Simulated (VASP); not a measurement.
Runs of VASP 6.6.1 on Si. The structure is that of space group Fd-3m (No. 227), or close to it. The cells are those of the table. 

```tsv
task	cell	cutoff (eV)	gap on the mesh (eV)	pressure (GPa)
single point	a = 3.409 Å, angles 60.0°, 2 atoms	520	none	(a)
single point	a = 3.407 Å, angles 60.0°, 2 atoms	520	none	69.8
relaxation of cell and atoms	relaxed to 69 GPa from a = 3.146 Å, angles 60.0°, 2 atoms	600	none	69.0
relaxation of cell and atoms	relaxed to 69 GPa from a = 3.409 Å, angles 60.0°, 2 atoms	600	none	69.0
```

Alike in all rows: level PBEsol; potentials or basis VASP PAW PBE potentials, release 64 (Si); no spin polarisation; k mesh 14 × 14 × 14; smearing fermi-dirac 0.05 eV.

Q: Fill in the values left out.

A: (a) 69.4.

Caveats: the PAW data sets were made with another functional, which shifts forces and pressure a little; the cell is relaxed towards a set pressure, so the enthalpy falls and the energy may rise (some runs).

A gap of «none» marks levels without a gap at the run's occupations.
